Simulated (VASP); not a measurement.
# K (P6_3/mmc) in VASP: a series of runs

The runs below take K through relaxation of cell and atoms, with LDA, PBEsol, r2SCAN+D4.

Program: VASP 6.6.1. These are calculated values, not measurements. Logs are shortened: lines on timing, memory, paths and dates and some standing lists are left out, and cuts for length are marked.

## Step 1: The cell of the first run

Symmetry: P6_3/mmc, No. 194, hexagonal system. The conventional cell has a = 4.762 Å, b = 4.762 Å, c = 7.830 Å, α = 90.00°, β = 90.00°, γ = 120.00°.

This isn't the form of K at room conditions, which is bcc.

## Step 2: Relaxation of cell and atoms, LDA

Input file INCAR:

```
SYSTEM = K
  ALGO = Normal
  EDIFF = 1E-7
  EDIFFG = -0.03
  ENCUT = 600
  IBRION = 2
  ISIF = 3
  ISMEAR = -1
  LASPH = .True.
  LCHARG = .False.
  LREAL = .False.
  LWAVE = .False.
  NELM = 60
  NSW = 60
  PREC = Accurate
  SIGMA = 0.1
```

Input file KPOINTS:

```
k-points
0
Gamma
  7 7 4
  0 0 0
```

Input file POSCAR:

```
K
1.0
    4.7623960000      0.0000000000      0.0000000000
   -2.3811980000      4.1243560000      0.0000000000
    0.0000000000      0.0000000000      7.8299710000
K
2
Direct
    0.3333333333      0.6666666667      0.2500000000
    0.6666666667      0.3333333333      0.7500000000
```

Potentials or basis: VASP PAW LDA potentials, release 64 (K_sv).

Started as:

```bash
$ cat potpaw_LDA.64/K_sv/POTCAR > POTCAR
$ mpirun -np 1 vasp_std > vasp.out
```

OUTCAR:

```text
SYSTEM = K
   EDIFF = 1E-7
   EDIFFG = -0.03
   ENCUT = 600
   IBRION = 2
   ISIF = 3
   ISMEAR = -1
   LASPH = .True.
   LREAL = .False.
   NELM = 60
   NSW = 60
   PREC = Accurate

 ion  position               nearest neighbor table
   1  0.333  0.667  0.250-
   2  0.667  0.333  0.750-

  LATTYP: Found a hexagonal cell.
 ALAT       =     4.7623960000
 C/A-ratio  =     1.6441243021

  Lattice vectors:

 A1 = (   4.7623960000,   0.0000000000,   0.0000000000)
 A2 = (  -2.3811980000,   4.1243560000,   0.0000000000)
 A3 = (   0.0000000000,   0.0000000000,   7.8299710000)

Analysis of symmetry for initial positions (statically):
=====================================================================
 Subroutine PRICEL returns:
 Original cell was already a primitive cell.

 Routine SETGRP: Setting up the symmetry group for a
 hexagonal supercell.

 Subroutine GETGRP returns: Found 24 space group operations
 (whereof 12 operations were pure point group operations)
 out of a pool of 24 trial point group operations.

The static configuration has the point symmetry D_3d.
 The point group associated with its full space group is D_6h.

Analysis of symmetry for dynamics (positions and initial velocities):
=====================================================================
 Subroutine PRICEL returns:
 Original cell was already a primitive cell.

 Routine SETGRP: Setting up the symmetry group for a
 hexagonal supercell.

 Subroutine GETGRP returns: Found 24 space group operations
 (whereof 12 operations were pure point group operations)
 out of a pool of 24 trial point group operations.

The dynamic configuration has the point symmetry D_3d.
 The point group associated with its full space group is D_6h.

 Subroutine INISYM returns: Found 24 space group operations
 (whereof 12 operations are pure point group operations),
 and found     1 'primitive' translations

----------------------------------------------------------------------------------------

                                     Primitive cell

  volume of cell :     153.7949

  direct lattice vectors                    reciprocal lattice vectors
     4.762396000  0.000000000  0.000000000     0.209978339  0.121231048  0.000000000
    -2.381198000  4.124356000  0.000000000     0.000000000  0.242462096  0.000000000
     0.000000000  0.000000000  7.829971000     0.000000000  0.000000000  0.127714394

  length of vectors
     4.762396000  4.762396070  7.829971000     0.242462099  0.242462096  0.127714394

  position of ions in fractional coordinates (direct lattice)
     0.333333333  0.666666667  0.250000000
     0.666666667  0.333333333  0.750000000

  ion indices of the primitive-cell ions
   primitive index   ion index
                 1           1
                 2           2

----------------------------------------------------------------------------------------

 KPOINTS: k-points

Automatic generation of k-mesh.
 Grid dimensions read from file:
 generate k-points for:    7    7    4

 Generating k-lattice:

  Cartesian coordinates                     Fractional coordinates (reciprocal lattice)
     0.029996906  0.017318721  0.000000000     0.142857143  0.000000000  0.000000000
     0.000000000  0.034637442  0.000000000     0.000000000  0.142857143  0.000000000
     0.000000000  0.000000000  0.031928598     0.000000000  0.000000000  0.250000000

  Length of vectors
     0.034637443  0.034637442  0.031928598

  Shift w.r.t. Gamma in fractional coordinates (k-lattice)
     0.000000000  0.000000000  0.000000000

 Subroutine IBZKPT returns following result:
 ===========================================

 Found     24 irreducible k-points:

 Following reciprocal coordinates:
            Coordinates               Weight
  0.000000  0.000000  0.000000      1.000000
  0.142857  0.000000  0.000000      6.000000
  0.285714 -0.000000  0.000000      6.000000
  0.428571 -0.000000  0.000000      6.000000
  0.142857  0.142857  0.000000      6.000000
  0.285714  0.142857  0.000000     12.000000
[... 16 lines left out ...]
  0.428571  0.142857  0.500000      6.000000
  0.285714  0.285714  0.500000      6.000000
   k-points           NKPTS =     24   k-points in BZ     NKDIM =     24   number of bands    NBANDS=     13
   number of dos      NEDOS =    301   number of ions     NIONS =      2
   total plane-waves  NPLWV = 102400
   dimension x,y,z NGX =    40 NGY =   40 NGZ =   64
   dimension x,y,z NGXF=    80 NGYF=   80 NGZF=  128
   ions per type =               2
   NGX,Y,Z   is equivalent  to a cutoff of  13.96, 13.96, 13.59 a.u.
   NGXF,Y,Z  is equivalent  to a cutoff of  27.93, 27.93, 27.18 a.u.
 SYSTEM =  K
   PREC   = accura    normal or accurate (medium, high low for compatibility)
   ISTART =      0    job   : 0-new  1-cont  2-samecut
   ICHARG =      2    charge: 1-file 2-atom 10-const
   ISPIN  =      1    spin polarized calculation?
   LNONCOLLINEAR =      F non collinear calculations
   LSORBIT =      F    spin-orbit coupling
   LASPH  =      T    aspherical Exc in radial PAW
   ENCUT  =  600.0 eV  44.10 Ry    6.64 a.u.   9.51  9.51 15.64*2*pi/ulx,y,z
   NELM   =     60;   NELMIN=  2; NELMDL= -5     # of ELM steps
   EDIFF  = 0.1E-06   stopping-criterion for ELM
   LREAL  =      F    real-space projection
   EDIFFG = -.3E-01   stopping-criterion for IOM
   NSW    =     60    number of steps for IOM
   IBRION =      2    ionic relax: 0-MD 1-quasi-New 2-CG
   NFREE  =      1    steps in history (QN), initial steepest desc. (CG)
   ISIF   =      3    stress and relaxation
   ISYM   =      2    0-nonsym 1-usesym 2-fastsym
   POTIM  = 0.5000    time-step for ionic-motion
   TEBEG  =    0.0;   TEEND  =   0.0 temperature during run
   PSTRESS=    0.0 pullay stress
   NELECT =      18.0000    total number of electrons
   NUPDOWN=      -1.0000    fix difference up-down
   EMIN   =  10.00;   EMAX   =-10.00  energy-range for DOS
   EFERMI =   0.00;   METHOD = LEGACY
   ISMEAR =    -1;   SIGMA  =   0.10  broadening in eV -4-tet -1-fermi 0-gaus
   EFERMI_NEDOS =   21; number of points for ismear=-14 and -15
   IALGO  =     38    algorithm
   IMIX   =      4    mixing-type and parameters
     AMIX     =   0.40;   BMIX     =  1.00
     AMIX_MAG =   1.60;   BMIX_MAG =  1.00
  volume/ion in A,a.u.               =      76.90       518.93
  Fermi-wavevector in a.u.,A,eV,Ry     =   0.800790  1.513273  8.724925  0.641264
  Thomas-Fermi vector in A             =   1.908153
   LORBIT       =      0    0 simple, 1 ext, 2 COOP (PROOUT), +10 PAW based schemes
   GGA     = CA    functional components
   LHFCALC =     F    Hartree Fock is set to
   AEXX    =    0.0000 exact exchange contribution
   IVDW    =     0    specifies the selected vdW correction
   LEPSILON=     F    determine dielectric tensor
   LRPA    =     F    only Hartree local field effects (RPA)
 conjugate gradient relaxation of ions
 non-spin polarized calculation
  energy-cutoff  :      600.00
  volume of cell :      153.79
 maximum number of plane-waves:      5168
 NGX is ok and might be reduce to    40
   NGX = 19   NGY = 19   NGZ = 31

--------------------------------------- Ionic step        1  -------------------------------------------

 number of electron      18.0000000 magnetization

 Free energy of the ion-electron system (eV)
  ---------------------------------------------------
  ext. energy  EPLUGINS =         0.00000000
  ---------------------------------------------------
  free energy    TOTEN  =        -2.30944328 eV

  energy without entropy =       -2.26013380  energy(sigma->0) =       -2.28478854

------------------------ aborting loop because EDIFF is reached ----------------------------------------

  FORCE on cell =-STRESS in cart. coord.  units (eV):
  Direction    XX          YY          ZZ          XY          YZ          ZX
  --------------------------------------------------------------------------------------
  -------------------------------------------------------------------------------------
  Total       -0.5557515     -0.5557515     -0.5100716     -0.0000000     -0.0000000      0.0000000
  in kB       -5.7896113     -5.7896115     -5.3137355     -0.0000000     -0.0000000      0.0000000
  external PRESSURE =      -5.6309861 kB  Pullay stress =       0.0000000 kB

 VOLUME and BASIS-vectors are now :
 -----------------------------------------------------------------------------
  energy-cutoff  :      600.00
  volume of cell :      153.79
      direct lattice vectors                 reciprocal lattice vectors
     4.762396000  0.000000000  0.000000000     0.209978339  0.121231048  0.000000000
    -2.381198000  4.124356000  0.000000000     0.000000000  0.242462096  0.000000000
     0.000000000  0.000000000  7.829971000     0.000000000  0.000000000  0.127714394
[... 73 lines left out ...]
 POSITION                                       TOTAL-FORCE (eV/Angst)
 -----------------------------------------------------------------------------------
     -0.00000      2.62796      1.87803        -0.000000      0.000000      0.000000
      2.27588      1.31398      5.63410         0.000000     -0.000000      0.000000
 -----------------------------------------------------------------------------------
    total drift:                                0.000000     -0.000000      0.000000

  FREE ENERGIE OF THE ION-ELECTRON SYSTEM (eV)
  ---------------------------------------------------
  free  energy   TOTEN  =        -2.3565454671 eV

  energy  without entropy=       -2.3104264469  energy(sigma->0) =       -2.33348596

--------------------------------------- Ionic step        4  -------------------------------------------

 number of electron      18.0000000 magnetization

 E-fermi :   0.3888     XC(G=0):  -6.6443

 val. band max:        0.2996989506   @ k =   0.1429   0.1429   0.2500
 cond. band min:       0.4888957212   @ k =   0.2857  -0.0000   0.2500
 fundamental gap:      0.1891967706
 Fermi energy:         0.3887662436

 k-point     1 :       0.0000    0.0000    0.0000
  band No.  band energies     occupation
      1     -31.3002      2.00000
      2     -31.2862      2.00000
      3     -15.1212      2.00000
      4     -14.9654      2.00000
      5     -14.9654      2.00000
      6     -14.9450      2.00000
      7     -14.9436      2.00000
      8     -14.9436      2.00000
      9      -2.2065      2.00000
     10       0.5781      0.26171
     11       1.0786      0.00202
     12       4.5709      0.00000
     13       4.6164      0.00000

 k-point     2 :       0.1429    0.0000    0.0000
  band No.  band energies     occupation
      1     -31.2975      2.00000
      2     -31.2849      2.00000
      3     -15.1092      2.00000
      4     -14.9931      2.00000
      5     -14.9737      2.00000
      6     -14.9721      2.00000
      7     -14.9488      2.00000
      8     -14.9482      2.00000
      9      -1.9329      2.00000
     10       0.8603      0.01776
     11       1.1569      0.00092
[... 374 lines left out ...]
 POSITION                                       TOTAL-FORCE (eV/Angst)
 -----------------------------------------------------------------------------------
     -0.00000      2.45847      1.76728         0.000000     -0.000000      0.000000
      2.12910      1.22923      5.30185        -0.000000      0.000000      0.000000
 -----------------------------------------------------------------------------------
    total drift:                                0.000000     -0.000000      0.000000

  FREE ENERGIE OF THE ION-ELECTRON SYSTEM (eV)
  ---------------------------------------------------
  free  energy   TOTEN  =        -2.3175605850 eV

  energy  without entropy=       -2.2746813747  energy(sigma->0) =       -2.29612098

--------------------------------------- Ionic step        5  -------------------------------------------

 number of electron      18.0000001 magnetization

 Free energy of the ion-electron system (eV)
  ---------------------------------------------------
  ext. energy  EPLUGINS =         0.00000000
  ---------------------------------------------------
  free energy    TOTEN  =        -2.36013705 eV

  energy without entropy =       -2.31482552  energy(sigma->0) =       -2.33748128

 E-fermi :  -0.0215     XC(G=0):  -6.2042

 val. band max:       -0.1077504858   @ k =   0.1429   0.1429   0.2500
 cond. band min:       0.0738333968   @ k =   0.2857  -0.0000   0.2500
 fundamental gap:      0.1815838826
 Fermi energy:        -0.0215462654

 k-point     1 :       0.0000    0.0000    0.0000
  band No.  band energies     occupation
      1     -31.7647      2.00000
      2     -31.7578      2.00000
      3     -15.5399      2.00000
      4     -15.4482      2.00000
      5     -15.4482      2.00000
      6     -15.4345      2.00000
      7     -15.4345      2.00000
      8     -15.4344      2.00000
      9      -2.3756      2.00000
     10       0.2079      0.18323
     11       0.5941      0.00423
     12       4.0807      0.00000
     13       4.0865      0.00000

 k-point     2 :       0.1429    0.0000    0.0000
  band No.  band energies     occupation
      1     -31.7635      2.00000
      2     -31.7571      2.00000
      3     -15.5329      2.00000
      4     -15.4644      2.00000
      5     -15.4532      2.00000
      6     -15.4510      2.00000
      7     -15.4372      2.00000
      8     -15.4368      2.00000
      9      -2.1368      2.00000
     10       0.4562      0.01670
     11       0.6902      0.00162
[... 374 lines left out ...]
 POSITION                                       TOTAL-FORCE (eV/Angst)
 -----------------------------------------------------------------------------------
     -0.00000      2.59283      1.85508         0.000000      0.000000      0.000000
      2.24546      1.29641      5.56523        -0.000000     -0.000000      0.000000
 -----------------------------------------------------------------------------------
    total drift:                                0.000000     -0.000000      0.000000

  FREE ENERGIE OF THE ION-ELECTRON SYSTEM (eV)
  ---------------------------------------------------
  free  energy   TOTEN  =        -2.3601370459 eV

  energy  without entropy=       -2.3148255154  energy(sigma->0) =       -2.33748128

 reached required accuracy - stopping structural energy minimisation
```

Wall time 2.1 min (1 thread of Intel Xeon 6975P-C (Granite Rapids), shared host); peak memory 0.27 GiB.

Results:

```
Free energy                           : -2.3601 eV
Relaxed volume                        : 64.80 Å³/atom
Relaxed cell                          : a = 4.491 Å, b = 4.491 Å, c = 7.420 Å, α = 90.00°, β = 90.00°, γ = 120.00°
Space group after relaxing (to 0.1 Å) : P6_3/mmc (No. 194)
Energy gained by relaxing             : 25.3 meV/atom
Ionic steps                           : 5
Pressure after relaxing               : 0.0 GPa
Band gap on the k mesh                : zero (bands 9 and 10 overlap by 2.33 eV)
```

Step by step:
| step | energy change (eV) | largest force (eV/Å) | pressure (GPa) | volume (Å³) |
| --- | --- | --- | --- | --- |
| 1 | 0.0000 | 0.0000 | -0.56 | 153.79 |
| 2 | -0.0193 | 0.0000 | -0.47 | 147.86 |
| 3 | -0.0471 | 0.0000 | -0.19 | 134.79 |
| 4 | -0.0081 | 0.0000 | 0.87 | 111.01 |
| 5 | -0.0507 | 0.0000 | -0.03 | 129.60 |

Final structure:
```cif
data_structure
_symmetry_space_group_name_H-M 'P 1'
_symmetry_Int_Tables_number 1
_cell_length_a 4.4909
_cell_length_b 4.4909
_cell_length_c 7.4203
_cell_angle_alpha 90.000
_cell_angle_beta 90.000
_cell_angle_gamma 120.000
_cell_volume 129.60
loop_
_atom_site_label
_atom_site_type_symbol
_atom_site_fract_x
_atom_site_fract_y
_atom_site_fract_z
_atom_site_occupancy
K1 K 0.33333 0.66667 0.25000 1
K2 K 0.66667 0.33333 0.75000 1
```

Levels at points of the mesh, in eV from the Fermi level:
| k point | band 7 | band 8 | band 9 | band 10 | band 11 | band 12 |
| --- | --- | --- | --- | --- | --- | --- |
| (0.00, 0.00, 0.00) | -15.41 | -15.41 | -2.35 | 0.23 | 0.62 | 4.10 |
| (0.00, 0.00, 0.50) | -15.42 | -15.42 | -1.57 | -1.57 | 2.74 | 2.74 |

Caveat: the volume moved by over 15 % at a fixed basis, so the end points are rough.

## Step 3: Relaxation of cell and atoms, PBEsol

Input file INCAR:

```
SYSTEM = K
ALGO = Normal
EDIFF = 1E-7
EDIFFG = -0.03
ENCUT = 600
GGA = PS
IBRION = 2
ISIF = 3
ISMEAR = -1
LASPH = .True.
LCHARG = .False.
LREAL = .False.
LWAVE = .False.
NELM = 60
NSW = 60
PREC = Accurate
SIGMA = 0.1
```

KPOINTS is that of step 2.

POSCAR is that of step 2.

Potentials or basis: VASP PAW PBE potentials, release 64 (K_sv).

Started as:

```bash
$ cat potpaw_PBE.64/K_sv/POTCAR > POTCAR
$ mpirun -np 1 vasp_std > vasp.out
```

Wall time 1.7 min (1 thread of Intel Xeon 6975P-C (Granite Rapids), shared host); peak memory 0.33 GiB.

The run converged. Its results:

- Free energy: -2.2967 eV
- Relaxed volume: 72.27 Å³/atom
- Relaxed cell: a = 4.658 Å, b = 4.658 Å, c = 7.691 Å, α = 90.00°, β = 90.00°, γ = 120.00°
- Space group after relaxing (to 0.1 Å): P6_3/mmc (No. 194)
- Energy gained by relaxing: 4.4 meV/atom
- Ionic steps: 3
- Pressure after relaxing: -0.1 GPa
- Band gap on the k mesh: zero (bands 9 and 10 overlap by 2.25 eV)

The path:
| step | energy change (eV) | largest force (eV/Å) | pressure (GPa) | volume (Å³) |
| --- | --- | --- | --- | --- |
| 1 | 0.0000 | 0.0000 | -0.24 | 153.79 |
| 2 | -0.0036 | 0.0000 | -0.19 | 151.22 |
| 3 | -0.0088 | 0.0000 | -0.05 | 144.55 |

Final structure:
```xyz
2
Lattice="4.6585 0.0000 0.0000 -2.3292 4.0343 0.0000 0.0000 0.0000 7.6911" Properties=species:S:1:pos:R:3 pbc="T T T"
K     0.0000    2.6896    1.9228
K     2.3292    1.3448    5.7683
```

Levels at points of the mesh, in eV from the Fermi level:
| k point | band 7 | band 8 | band 9 | band 10 | band 11 | band 12 |
| --- | --- | --- | --- | --- | --- | --- |
| (0.00, 0.00, 0.00) | -15.49 | -15.49 | -2.19 | 0.29 | 0.52 | 4.12 |
| (0.00, 0.00, 0.50) | -15.49 | -15.49 | -1.47 | -1.47 | 2.71 | 2.71 |

Caveat: the PAW data sets were made with another functional, which shifts forces and pressure a little.

## Step 4: Relaxation of cell and atoms, r2SCAN+D4

POSCAR is that of step 3.

Input file INCAR.step1:

```
ALGO = Normal
EDIFF = 1E-4
ENCUT = 600
GGA = PE
ISMEAR = -1
LASPH = T
LCHARG = F
LREAL = F
LWAVE = T
NELM = 60
PREC = Accurate
SIGMA = 0.1
```

Input file INCAR.step2:

```
ALGO = Normal
EDIFF = 1E-6
EDIFFG = -0.03
ENCUT = 600
IBRION = 2
ISIF = 3
ISMEAR = -1
ISTART = 1
IVDW = 13
LASPH = T
LCHARG = F
LMIXTAU = T
LREAL = F
LWAVE = F
METAGGA = R2SCAN
NELM = 60
NSW = 60
PREC = Accurate
SIGMA = 0.1
VDW_A1 = 0.51559235
VDW_A2 = 5.77342911
VDW_S6 = 1.0
VDW_S8 = 0.6018749
```

Input file KPOINTS:

```
k-points
0
Gamma
  7 7 4
```

Started as:

```bash
$ cat potpaw_PBE.64/K_sv/POTCAR > POTCAR
$ cp INCAR.step1 INCAR
$ mpirun -np 1 vasp_std > vasp.out
$ cp INCAR.step2 INCAR
$ mpirun -np 1 vasp_std > vasp.out
```

Run time: 2.6 min. Hardware: 1 thread of Intel Xeon 6975P-C (Granite Rapids), shared host; peak memory 0.35 GiB.

The run converged. Its results:

```
Free energy                : -12.0935 eV
Pressure after relaxing    : 0.0 GPa
Band gap on the k mesh     : zero (bands 9 and 10 overlap by 2.34 eV)
Dispersion energy per atom : -0.020 eV
```

Final structure:
```
K
1.0
     4.76240    0.00000    0.00000
    -2.38120    4.12436    0.00000
     0.00000    0.00000    7.82997
K
2
Direct
  0.33333 0.66667 0.25000
  0.66667 0.33333 0.75000
```

Levels at points of the mesh, in eV from the Fermi level:
```csv
k point,band 5,band 6,band 7,band 8,band 9,band 10,band 11,band 12,band 13
"(0.00, 0.00, 0.00)",-16.36,-16.35,-16.35,-16.35,-2.24,0.43,0.45,4.48,4.49
"(0.00, 0.00, 0.50)",-16.36,-16.36,-16.36,-16.36,-1.51,-1.51,2.94,2.94,4.53
```

Caveat: the relaxation stopped at its first step, so nothing moved; the PAW data sets were made with another functional, which shifts forces and pressure a little.

## Step 5: Overview

| level | potentials or basis | gap on the mesh (eV) | pressure (GPa) | relaxed volume (Å³/atom) |
| --- | --- | --- | --- | --- |
| LDA | VASP PAW LDA potentials, release 64 (K_sv) | none | 0.0 | 64.80 |
| PBEsol | VASP PAW PBE potentials, release 64 (K_sv) | none | -0.1 | 72.27 |
| r2SCAN+D4 | VASP PAW PBE potentials, release 64 (K_sv) | none | 0.0 | - |

Alike in all rows: task relaxation of cell and atoms; no spin polarisation; cell relaxed; k mesh 7 × 7 × 4; cutoff (eV) 600; smearing fermi-dirac 0.1 eV.

Caveats: the PAW data sets were made with another functional, which shifts forces and pressure a little (at least some runs); the volume moved by over 15 % at a fixed basis, so the end points are rough (at least some runs); the relaxation stopped at its first step, so nothing moved (at least some runs).

Total energies depend on the potentials used, so only differences within one code and one set of settings carry meaning.
